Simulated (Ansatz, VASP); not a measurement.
# MgO: VASP beside Ansatz

The input INCAR:

```
PREC = Accurate
ENCUT = 520
EDIFF = 1E-6
ISMEAR = 0
SIGMA = 0.05
LREAL = F
LASPH = T
NELM = 80
ALGO = Normal
ISIF = 2
LWAVE = F
LCHARG = F
GGA = PS
NBANDS = 16
```

The input KPOINTS:

```
Automatic mesh
0
Gamma
  9 9 6
```

The input POSCAR:

```
MgO
1.0
    3.3200000000      0.0000000000      0.0000000000
   -1.6600000000      2.8752043406      0.0000000000
    0.0000000000      0.0000000000      4.1248000000
Mg O
2 2
Direct
    0.6666666667      0.3333333333      0.7500000000
    0.3333333333      0.6666666667      0.2500000000
    0.6666666667      0.3333333333      0.2500000000
    0.3333333333      0.6666666667      0.7500000000
```

Input for Ansatz:

```yaml
crystal:
  lattice:
    - [3.32, 0.0, 0.0]
    - [-1.66, 2.8752043406, 0.0]
    - [0.0, 0.0, 4.1248]
  atoms:
    - { symbol: Mg, position: [0.6666666667, 0.3333333333, 0.75] }
    - { symbol: Mg, position: [0.3333333333, 0.6666666667, 0.25] }
    - { symbol: O, position: [0.6666666667, 0.3333333333, 0.25] }
    - { symbol: O, position: [0.3333333333, 0.6666666667, 0.75] }
basis:
  ecutwfc: 520.0
kpoints:
  mp_grid: { grid: [9, 9, 6] }
hamiltonian:
  xc: pbesol
  pseudopotentials: { kind: paw, azcp: { folder: soft_1 } }
scf:
  occupations: { method: gaussian, width: 0.05 }
output:
  forces: true
  stress: true
  eigenvalues: true
```

Alike in both runs: task single point; functional PBEsol; k mesh 9 × 9 × 6; occupations gaussian, width 0.05 eV; no spin polarisation.

|  | VASP | Ansatz |
| --- | --- | --- |
| version | VASP 6.6.1 | Ansatz 0.2.0 |
| potentials or method | VASP PAW PBE potentials, release 64 (Mg, O), cutoff 520 eV | scalar-relativistic, plane waves, PAW |
| valence electrons in the cell | 16 | 32 |

Ansatz gave:

* gap on the k mesh at the Fermi level (eV): 3.87
* least direct gap on the mesh (eV): 3.87
* pressure (GPa): 19.9
* traceless stress, the component that is largest in VASP (GPa): -5.94

Task: Which values does VASP return?

Result: gap on the k mesh at the Fermi level (eV): 3.87; least direct gap on the mesh (eV): 3.87; pressure (GPa): 19.8; traceless stress, the component that is largest in VASP (GPa): -6.20.

VASP's potentials were made for PBE, not for PBEsol, and Ansatz warns of the same on its side. VASP's potentials hold 16 valence electrons a cell and Ansatz's 32, so a difference there can come from the potentials and not from the codes.
